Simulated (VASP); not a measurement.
Here is a VASP 6.6.1 calculation.

File INCAR:

```
  PREC = Accurate
  ENCUT = 520
  EDIFF = 1E-7
  ISMEAR = 0
  SIGMA = 0.05
  LREAL = F
  LASPH = T
  NELM = 150
  ALGO = Normal
  ISIF = 2
  LWAVE = F
  LCHARG = F
  LMAXMIX = 4
  LDAU = T
  LDAUTYPE = 2
  LDAUL = 2 -1
  LDAUU = 4 0
  LDAUJ = 0 0
  LDAUPRINT = 1
  GGA = PE
  IVDW = 12
  NBANDS = 19
```

KPOINTS

```
regular mesh
0
Gamma
  9 9 9
```

Contents of POSCAR:

```
TiO2
1.0
    1.4689500000      0.8480986779      3.8378333333
   -1.4689500000      0.8480986779      3.8378333333
    0.0000000000     -1.6961973559      3.8378333333
Ti O
1 2
Direct
    0.0000000000      0.0000000000      0.0000000000
    0.6017580785      0.6017580785      0.6017580785
    0.3982419215      0.3982419215      0.3982419215
```

Potentials or basis: VASP PAW PBE potentials, release 64 (Ti_sv, O).

The run is started by

```console
$ cat potpaw_PBE.64/Ti_sv/POTCAR potpaw_PBE.64/O/POTCAR > POTCAR
$ mpirun -np 1 vasp_std > vasp.out
```

**Question.** What does it give for the band gap on the k mesh?

**Answer.** 2.81 eV (least direct gap 3.30 eV).

**Question.** What does it give for the pressure?

**Answer.** 71.5 GPa.

Stress tensor (GPa, compression positive):
```
71.98  0.00  0.00
 0.00 71.98  0.00
 0.00  0.00 70.45
```

Caveat: the cell stands under pressure; forces of over 1 eV/Å act on the atoms, so gaps and moduli don't describe the material at rest. A k mesh can miss the band edges.
